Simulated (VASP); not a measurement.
Wanted: the native input for a VASP 6.6.1 run.

```
Task                   : single point
Functional             : r2SCAN
Potentials or basis    : VASP PAW PBE potentials, release 64 (Cu)
Cutoff                 : 520 eV
k mesh                 : 8 × 8 × 5
Occupations            : fermi-dirac, width 0.1 eV
Spin                   : no spin polarisation
Dipole correction      : no
Further INCAR settings : ALGO = Normal; EDIFF = 1e-06; NBANDS = 18
```

Cu:

```
Cu
1.0
     2.53410    0.00000    0.00000
    -1.26705    2.19459    0.00000
     0.00000    0.00000    4.11257
Cu
2
Direct
  0.33333 0.66667 0.25000
  0.66667 0.33333 0.75000
```

The input as run:

POSCAR

```
Cu
1.0
    2.5340966700      0.0000000000      0.0000000000
   -1.2670483300      2.1945920900      0.0000000000
    0.0000000000      0.0000000000      4.1125710000
Cu
2
Direct
    0.3333333333      0.6666666667      0.2500000000
    0.6666666667      0.3333333333      0.7500000000
```

INCAR.step1

```
ALGO     = Normal         # electronic algorithm
EDIFF    = 1E-4           # SCF threshold, eV
ENCUT    = 520            # plane-wave cutoff, eV
GGA      = PE             # functional
ISMEAR   = -1             # smearing method
LASPH    = True           # aspherical terms in the spheres
LCHARG   = False          # write CHGCAR
LREAL    = False          # projectors in reciprocal space
LWAVE    = True           # write WAVECAR
NBANDS   = 18             # bands
NELM     = 100            # most SCF steps
PREC     = Accurate       # precision mode
SIGMA    = 0.1            # smearing width, eV
```

INCAR.step2

```
ALGO     = Normal         # electronic algorithm
EDIFF    = 1E-6           # SCF threshold, eV
ENCUT    = 520            # plane-wave cutoff, eV
ISIF     = 2              # what is computed and relaxed
ISMEAR   = -1             # smearing method
ISTART   = 1            
LASPH    = True           # aspherical terms in the spheres
LCHARG   = False          # write CHGCAR
LMIXTAU  = True         
LREAL    = False          # projectors in reciprocal space
LWAVE    = False          # write WAVECAR
METAGGA  = R2SCAN         # meta-GGA
NBANDS   = 18             # bands
NELM     = 100            # most SCF steps
PREC     = Accurate       # precision mode
SIGMA    = 0.1            # smearing width, eV
```

KPOINTS

```
k-points
0
Gamma
  8 8 5
```

Potentials or basis: VASP PAW PBE potentials, release 64 (Cu).

Command:

```bash
$ cat potpaw_PBE.64/Cu/POTCAR > POTCAR
$ cp INCAR.step1 INCAR
$ mpirun -np 1 vasp_std > vasp.out
$ cp INCAR.step2 INCAR
$ mpirun -np 1 vasp_std > vasp.out
```

It gave:

| Quantity | Value |
| --- | --- |
| Pressure | 1.5 GPa |
| Band gap on the k mesh | zero (band 11 reaches 10.81 eV, above the bottom of band 12 at 5.80 eV) |

Caveat: the PAW data sets were made with another functional, which shifts forces and pressure a little.

Run time: 28 s on 1 thread of Intel(R) Xeon(R) 6975P-C (Granite Rapids) (shared host), peak memory 0.14 GiB.
